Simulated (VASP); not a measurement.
Set up this calculation in VASP 6.6.1, as the native input.

- Task: single point
- Functional: PBE
- Potentials or basis: VASP PAW PBE potentials, release 64 (Co, Pt, O)
- Cutoff: 600 eV
- k mesh: 14 × 14 × 14
- Occupations: gaussian, width 0.05 eV
- Spin: no spin polarisation
- Dipole correction: no
- Further INCAR settings: ALGO = Normal; EDIFF = 1e-06; NBANDS = 24

The structure of CoPtO2 lies in POSCAR:

```
CoPtO2
1.0
    1.4503030280      0.8373328436      6.0106723238
   -1.4503030280      0.8373328436      6.0106723238
    0.0000000000     -1.6746656873      6.0106723238
Co Pt O
1 1 2
Direct
    0.5000000000      0.5000000000      0.5000000000
    0.0000000000      0.0000000000      0.0000000000
    0.8873157422      0.8873157422      0.8873157422
    0.1126842578      0.1126842578      0.1126842578
```

One way to write it, as run:

INCAR

```
ALGO = Normal
EDIFF = 1E-6
ENCUT = 600
GGA = PE
GGA_COMPAT = False
ISIF = 2
ISMEAR = 0
LASPH = True
LCHARG = False
LREAL = False
LWAVE = False
NBANDS = 24
NELM = 120
PREC = Accurate
SIGMA = 0.05
```

KPOINTS

```
k-points
0
Gamma
  14 14 14
```

Potentials or basis: VASP PAW PBE potentials, release 64 (Co, Pt, O).

Launch:

```console
$ cat potpaw_PBE.64/Co/POTCAR potpaw_PBE.64/Pt/POTCAR potpaw_PBE.64/O/POTCAR > POTCAR
$ mpirun -np 1 vasp_std > vasp.out
```

It gave:

```json
{
  "Pressure": "-8.2 GPa",
  "Largest force": "0.021 eV/Å",
  "Band gap on the k mesh": "zero (an odd number of electrons rules out a gap without spin polarisation)"
}
```

Caveat: the cell stands under tension; spin-orbit coupling is left out, which moves the levels of the heavy elements; an odd number of electrons without spin polarisation forces a metal; a magnetic or distorted state may lie lower; the run has no spin polarisation, though such a crystal can be magnetic; semilocal functionals often make such compounds metallic where correlation or magnetic order opens a gap, which also shifts bond lengths.

Run time: 30 min on 1 thread of Intel Xeon 8259CL, with other jobs on the host, peak memory 0.65 GiB.
